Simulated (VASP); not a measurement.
A run of VASP 6.6.1:

File INCAR:

```
SYSTEM = LiMg
ALGO = Normal
EDIFF = 1E-7
EDIFFG = -0.01
ENCUT = 520
GGA = PS
IBRION = 2
ISIF = 2
ISMEAR = -1
LASPH = .True.
LCHARG = .False.
LREAL = .False.
LWAVE = .False.
NELM = 80
NSW = 50
PREC = Accurate
SIGMA = 0.05
```

The input KPOINTS:

```
k-points
0
Gamma
  11 11 11
  0 0 0
```

POSCAR

```
LiMg
1.0
    3.4153260000      0.0000000000      0.0000000000
    0.0000000000      3.4153260000      0.0000000000
    0.0000000000      0.0000000000      3.4153260000
Li Mg
1 1
Direct
    0.0000000000      0.0000000000      0.0000000000
    0.5000000000      0.5000000000      0.5000000000
```

Potentials or basis: VASP PAW PBE potentials, release 64 (Li_sv, Mg).

Command:

```bash
$ cat potpaw_PBE.64/Li_sv/POTCAR potpaw_PBE.64/Mg/POTCAR > POTCAR
$ mpirun -np 1 vasp_std > vasp.out
```

Hardware: 1 thread of Intel(R) Xeon(R) Platinum 8259CL CPU @ 2.50GHz (Skylake/Cascade Lake) (shared host).

How long does it take, and how much memory?

Run time: 11 s on 1 thread of Intel(R) Xeon(R) Platinum 8259CL CPU @ 2.50GHz (Skylake/Cascade Lake), on a shared host, peak memory 0.16 GiB. Counts: scf iterations 11, k points 56, ion steps 1.
